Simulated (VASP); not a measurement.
# Zr9N8 (a cell with a defect) in VASP: single point with PBE

Aim: the single point of Zr9N8 (a cell with a defect) with PBE.

Everything below comes from runs of VASP 6.6.1. Logs are shortened: lines on timing, memory, paths and dates and some standing lists are left out, and cuts for length are marked.

## (1) The cell of the first run

The cell holds a defect, 17 atoms: a = 6.498 Å, b = 6.498 Å, c = 6.498 Å, α = 60.00°, β = 60.00°, γ = 60.00°.

## (2) Single point, PBE

The input, INCAR:

```
ALGO     = Normal         # electronic algorithm
EDIFF    = 1E-6           # SCF threshold, eV
ENCUT    = 520            # plane-wave cutoff, eV
GGA      = PE             # functional
ISIF     = 2              # what is computed and relaxed
ISMEAR   = 0              # smearing method
LASPH    = True           # aspherical terms in the spheres
LCHARG   = True           # write CHGCAR
LELF     = True           # ELF
LREAL    = Auto         
LVHAR    = True         
LWAVE    = False          # write WAVECAR
NBANDS   = 88             # bands
NELM     = 60             # most SCF steps
PREC     = Accurate       # precision mode
SIGMA    = 0.1            # smearing width, eV
```

The input, KPOINTS:

```
k-points
0
Gamma
  4 4 4
```

The input, POSCAR:

```
Zr9N8
1.0
    0.0000000000      4.5945978683     -4.5945978683
    4.5945978683      4.5945978683      0.0000000000
    4.5945978683      0.0000000000     -4.5945978683
Zr N
9 8
Direct
    0.2509611359      0.7524859844      0.2503793657
    0.2523566878      0.2531029991      0.2495085605
    0.7522198023      0.7524777139      0.2498837837
    0.7361021785      0.2259922478      0.2965646916
    0.2509600477      0.7524909903      0.7506584034
    0.3090060416      0.2219831918      0.7367161604
    0.7146608026      0.8579797651      0.7159151017
    0.7361466873      0.2260276154      0.7457954098
    0.8687863692      0.4426106611      0.8466072791
    0.4782455534      0.4994302147      0.0133987787
    0.4884982461     -0.0048905259      0.0329286707
    1.0178047424      0.5030776504      0.0187395072
    0.9991077852      0.0114470301     -0.0030373714
    0.5035747559      0.5093600283      0.4957838673
    0.4885002049     -0.0049357965      0.4879384582
    1.0177630631      0.5030218239      0.4649495040
    1.0248162375      0.0049461347      0.4873574498
```

Potentials or basis: VASP PAW PBE potentials, release 64 (Zr_sv, N).

Run with:

```
> cat potpaw_PBE.64/Zr_sv/POTCAR potpaw_PBE.64/N/POTCAR > POTCAR
> mpirun -np 1 vasp_std > vasp.out
```

OUTCAR:

```text
EDIFF = 1E-6
   ENCUT = 520
   GGA = PE
   ISIF = 2
   ISMEAR = 0
   LASPH = True
   LREAL = Auto
   NELM = 60
   PREC = Accurate

 ion  position               nearest neighbor table
   1  0.251  0.752  0.250-  11 2.21  16 2.23  17 2.25  10 2.26  14 2.29  13 2.32   6 3.21   4 3.22
                             3 3.24   2 3.24   5 3.25   5 3.25   2 3.25   3 3.26   7 3.29   4 3.30
   2  0.252  0.253  0.250-  12 2.14  16 2.14  10 2.17  11 2.18  15 2.18  17 2.19   4 3.22   8 3.22
                             5 3.24   1 3.24   3 3.25   3 3.25   1 3.25   5 3.25   6 3.26   6 3.26
   3  0.752  0.752  0.250-  15 2.21  11 2.21  12 2.21  16 2.22  14 2.26  13 2.32   4 3.19   8 3.19
                             5 3.24   1 3.24   2 3.25   2 3.25   1 3.26   5 3.26   7 3.30   7 3.30
   4  0.736  0.226  0.297-  15 2.22  17 2.23  14 2.23  13 2.38   9 2.42  10 2.49  12 2.57   7 2.57
                             6 2.82   8 2.92   3 3.19   2 3.22   1 3.22   1 3.30   2 3.30   3 3.33
   5  0.251  0.752  0.751-  15 2.21  12 2.22  17 2.25  10 2.26  14 2.29  13 2.32   6 3.21   8 3.22
                             3 3.24   2 3.24   1 3.25   1 3.25   2 3.25   3 3.26   7 3.29   8 3.30
   6  0.309  0.222  0.737-  15 2.22  11 2.22  14 2.23   9 2.37  13 2.41   7 2.51  16 2.59  12 2.59
                             4 2.82   8 2.82   5 3.21   1 3.21   2 3.26   2 3.26   1 3.32   5 3.32
   7  0.715  0.858  0.716-  17 2.17  11 2.17  15 2.17   9 2.21   6 2.51   4 2.57   8 2.57  10 2.76
                            16 2.80  12 2.80   5 3.29   1 3.29   3 3.30   3 3.30   1 3.30   5 3.30
   8  0.736  0.226  0.746-  11 2.22  17 2.23  14 2.23  13 2.38   9 2.42  10 2.49  16 2.57   7 2.57
                             6 2.82   4 2.92   3 3.19   2 3.22   5 3.22   5 3.30   2 3.30   3 3.33
   9  0.869  0.443  0.847-  12 2.06  16 2.06  10 2.11   7 2.21  13 2.29   6 2.37   4 2.42   8 2.42
                             5 3.58   1 3.58   3 3.64   3 3.64   1 3.70   5 3.70   2 3.85   2 3.85
  10  0.478  0.499  0.013-   9 2.11   2 2.17   5 2.26   1 2.26   8 2.49   4 2.49   7 2.76
  11  0.488  0.995  0.033-   7 2.17   2 2.18   1 2.21   3 2.21   6 2.22   8 2.22
  12  0.018  0.503  0.019-   9 2.06   2 2.14   3 2.21   5 2.22   4 2.57   6 2.59   7 2.80
  13  0.999  0.011  0.997-   9 2.29   5 2.32   1 2.32   3 2.32   8 2.38   4 2.38   6 2.41
  14  0.504  0.509  0.496-   8 2.23   6 2.23   4 2.23   3 2.26   5 2.29   1 2.29
  15  0.489  0.995  0.488-   7 2.17   2 2.18   5 2.21   3 2.21   6 2.22   4 2.22
  16  0.018  0.503  0.465-   9 2.06   2 2.14   3 2.22   1 2.23   8 2.57   6 2.59   7 2.80
  17  0.025  0.005  0.487-   7 2.17   2 2.19   8 2.23   4 2.23   1 2.25   5 2.25

  LATTYP: Found a face centered cubic cell.
 ALAT       =     9.1891957366

  Lattice vectors:

 A1 = (   0.0000000000,   4.5945978683,  -4.5945978683)
 A2 = (   4.5945978683,   4.5945978683,   0.0000000000)
 A3 = (   4.5945978683,   0.0000000000,  -4.5945978683)

Analysis of symmetry for initial positions (statically):
=====================================================================
 Subroutine PRICEL returns:
 Original cell was already a primitive cell.

 Routine SETGRP: Setting up the symmetry group for a
 face centered cubic supercell.

 Subroutine GETGRP returns: Found  1 space group operations
 (whereof  1 operations were pure point group operations)
 out of a pool of 48 trial point group operations.

The static configuration has the point symmetry C_1 .

Analysis of symmetry for dynamics (positions and initial velocities):
=====================================================================
 Subroutine PRICEL returns:
 Original cell was already a primitive cell.

 Routine SETGRP: Setting up the symmetry group for a
 face centered cubic supercell.

 Subroutine GETGRP returns: Found  1 space group operations
 (whereof  1 operations were pure point group operations)
 out of a pool of 48 trial point group operations.

The dynamic configuration has the point symmetry C_1 .

 Subroutine INISYM returns: Found  1 space group operations
 (whereof  1 operations are pure point group operations),
 and found     1 'primitive' translations

----------------------------------------------------------------------------------------

                                     Primitive cell

  volume of cell :     193.9870

  direct lattice vectors                    reciprocal lattice vectors
     0.000000000  4.594597868 -4.594597868    -0.108823452  0.108823452 -0.108823452
     4.594597868  4.594597868  0.000000000     0.108823452  0.108823452  0.108823452
     4.594597868  0.000000000 -4.594597868     0.108823452 -0.108823452 -0.108823452

  length of vectors
     6.497742619  6.497742619  6.497742619     0.188487748  0.188487748  0.188487748

  position of ions in fractional coordinates (direct lattice)
     0.250961136  0.752485984  0.250379366
[... 50 lines left out ...]
     0.027205863 -0.027205863 -0.027205863     0.000000000  0.000000000  0.250000000

  Length of vectors
     0.047121937  0.047121937  0.047121937

  Shift w.r.t. Gamma in fractional coordinates (k-lattice)
     0.000000000  0.000000000  0.000000000

 Subroutine IBZKPT returns following result:
 ===========================================

 Found     36 irreducible k-points:

 Following reciprocal coordinates:
            Coordinates               Weight
  0.000000  0.000000  0.000000      1.000000
  0.250000  0.000000  0.000000      2.000000
  0.000000  0.250000  0.000000      2.000000
  0.000000  0.000000  0.250000      2.000000
  0.250000  0.250000  0.250000      2.000000
  0.500000  0.000000  0.000000      1.000000
[... 16 lines left out ...]
  0.250000  0.500000  0.500000      2.000000
  0.500000  0.000000  0.250000      2.000000
 [... further k-points ...]
   k-points           NKPTS =     36   k-points in BZ     NKDIM =     36   number of bands    NBANDS=     88
   number of dos      NEDOS =    301   number of ions     NIONS =     17
   total plane-waves  NPLWV = 110592
   dimension x,y,z NGX =    48 NGY =   48 NGZ =   48
   dimension x,y,z NGXF=    96 NGYF=   96 NGZF=   96
   ions per type =               9   8
   NGX,Y,Z   is equivalent  to a cutoff of  12.28, 12.28, 12.28 a.u.
   NGXF,Y,Z  is equivalent  to a cutoff of  24.56, 24.56, 24.56 a.u.
 SYSTEM =  unknown system
   PREC   = accura    normal or accurate (medium, high low for compatibility)
   ISTART =      0    job   : 0-new  1-cont  2-samecut
   ICHARG =      2    charge: 1-file 2-atom 10-const
   ISPIN  =      1    spin polarized calculation?
   LNONCOLLINEAR =      F non collinear calculations
   LSORBIT =      F    spin-orbit coupling
   LASPH  =      T    aspherical Exc in radial PAW
   ENCUT  =  520.0 eV  38.22 Ry    6.18 a.u.  12.08 12.08 12.08*2*pi/ulx,y,z
   NELM   =     60;   NELMIN=  2; NELMDL= -5     # of ELM steps
   EDIFF  = 0.1E-05   stopping-criterion for ELM
   LREAL  =      T    real-space projection
   EDIFFG = 0.1E-04   stopping-criterion for IOM
   NSW    =      0    number of steps for IOM
   IBRION =     -1    ionic relax: 0-MD 1-quasi-New 2-CG
   NFREE  =      0    steps in history (QN), initial steepest desc. (CG)
   ISIF   =      2    stress and relaxation
   ISYM   =      2    0-nonsym 1-usesym 2-fastsym
   POTIM  = 0.5000    time-step for ionic-motion
   TEBEG  =    0.0;   TEEND  =   0.0 temperature during run
   PSTRESS=    0.0 pullay stress
   NELECT =     148.0000    total number of electrons
   NUPDOWN=      -1.0000    fix difference up-down
   EMIN   =  10.00;   EMAX   =-10.00  energy-range for DOS
   EFERMI =   0.00;   METHOD = LEGACY
   ISMEAR =     0;   SIGMA  =   0.10  broadening in eV -4-tet -1-fermi 0-gaus
   EFERMI_NEDOS =   21; number of points for ismear=-14 and -15
   IALGO  =     38    algorithm
   IMIX   =      4    mixing-type and parameters
     AMIX     =   0.40;   BMIX     =  1.00
     AMIX_MAG =   1.60;   BMIX_MAG =  1.00
  volume/ion in A,a.u.               =      11.41        77.01
  Fermi-wavevector in a.u.,A,eV,Ry     =   1.495907  2.826854 30.446266  2.237737
  Thomas-Fermi vector in A             =   2.607992
   LORBIT       =      0    0 simple, 1 ext, 2 COOP (PROOUT), +10 PAW based schemes
   GGA     = PE    functional components
   LHFCALC =     F    Hartree Fock is set to
   AEXX    =    0.0000 exact exchange contribution
   IVDW    =     0    specifies the selected vdW correction
   LEPSILON=     F    determine dielectric tensor
   LRPA    =     F    only Hartree local field effects (RPA)
 non-spin polarized calculation
 Gauss-broadening in eV      SIGMA  =   0.10
  energy-cutoff  :      520.00
  volume of cell :      193.99
 maximum number of plane-waves:      5238
   NGX = 25   NGY = 25   NGZ = 25

 number of electron     147.9999999 magnetization

 Free energy of the ion-electron system (eV)
  ---------------------------------------------------
  ext. energy  EPLUGINS =         0.00000000
  ---------------------------------------------------
  free energy    TOTEN  =      -157.60270318 eV

  energy without entropy =     -157.56923469  energy(sigma->0) =     -157.58596893

 E-fermi :  13.0617     XC(G=0): -12.8621

 val. band max:       13.0544736423   @ k =   0.2500  -0.2500   0.5000
 cond. band min:      13.0876167202   @ k =   0.5000   0.5000   0.2500
 fundamental gap:      0.0331430780
 Fermi energy:        13.0616907770

 k-point     1 :       0.0000    0.0000    0.0000
  band No.  band energies     occupation
      1     -36.6453      2.00000
      2     -36.4865      2.00000
      3     -36.4386      2.00000
      4     -36.4209      2.00000
      5     -36.2023      2.00000
      6     -35.9242      2.00000
[... 2125 lines left out ...]
     85      15.6301      0.00000
     86      15.7499      0.00000

 [... further k-points ...]

 [bands above 86 left out]

------------------------ aborting loop because EDIFF is reached ----------------------------------------

  FORCE on cell =-STRESS in cart. coord.  units (eV):
  Direction    XX          YY          ZZ          XY          YZ          ZX
  --------------------------------------------------------------------------------------
  -------------------------------------------------------------------------------------
  Total       45.3958484     45.5931495     45.3917894      0.4136503      0.4161871      1.0015109
  in kB      374.9334631    376.5630127    374.8999395      3.4164211      3.4373733      8.2716801
  external PRESSURE =     375.4654718 kB  Pullay stress =       0.0000000 kB

 VOLUME and BASIS-vectors are now :
 -----------------------------------------------------------------------------
  energy-cutoff  :      520.00
  volume of cell :      193.99
      direct lattice vectors                 reciprocal lattice vectors
     0.000000000  4.594597868 -4.594597868    -0.108823452  0.108823452 -0.108823452
     4.594597868  4.594597868  0.000000000     0.108823452  0.108823452  0.108823452
     4.594597868  0.000000000 -4.594597868     0.108823452 -0.108823452 -0.108823452

 POSITION                                       TOTAL-FORCE (eV/Angst)
 -----------------------------------------------------------------------------------
      4.60776      4.61044     -2.30346        -0.020058      0.000786     -0.004407
      2.30930      2.32238     -2.30587        -0.031547      0.002384     -0.031548
      4.60545      6.91348     -4.60426        -0.013206      0.007393     -0.013557
      2.40094      4.42044     -4.74469        -0.014829      0.039882     -0.058921
      6.90637      4.61045     -4.60203        -0.005645      0.001573     -0.018685
      4.40484      2.43968     -4.80467         0.043495     -0.079661      0.043797
[... 9 lines left out ...]
      4.44744      2.39280     -2.21787        -0.039574     -0.024026     -0.048714
      2.26194      0.13675     -2.35323        -0.050736      0.034604     -0.050676
 -----------------------------------------------------------------------------------
    total drift:                               -0.002554     -0.003597      0.002687

  FREE ENERGIE OF THE ION-ELECTRON SYSTEM (eV)
  ---------------------------------------------------
  free  energy   TOTEN  =      -157.6027031806 eV

  energy  without entropy=     -157.5692346852  energy(sigma->0) =     -157.58596893
```

Run time: 17 min. Hardware: 1 thread of AMD EPYC 7R13 (Zen 3), shared host; peak memory 0.53 GiB.

What came out:

| Property | Result |
| --- | --- |
| Free energy | -157.6027 eV |
| Pressure | 37.5 GPa |
| Largest force | 0.185 eV/Å |
| Band gap on the k mesh | zero (band 74 reaches 13.52 eV, above the bottom of band 75 at 12.65 eV) |

Forces in eV/Å, atoms in the order of the input:
```
Zr  -0.020  0.001 -0.004
Zr  -0.032  0.002 -0.032
Zr  -0.013  0.007 -0.014
Zr  -0.015  0.040 -0.059
Zr  -0.006  0.002 -0.019
Zr   0.043 -0.080  0.044
Zr   0.102  0.118  0.100
Zr  -0.057  0.038 -0.014
Zr   0.082 -0.095  0.085
N    0.014 -0.070  0.014
N   -0.003  0.010  0.009
N   -0.049 -0.025 -0.040
N    0.035  0.058  0.035
N    0.000 -0.027 -0.001
N    0.009  0.010 -0.004
N   -0.040 -0.024 -0.049
N   -0.051  0.035 -0.051
```
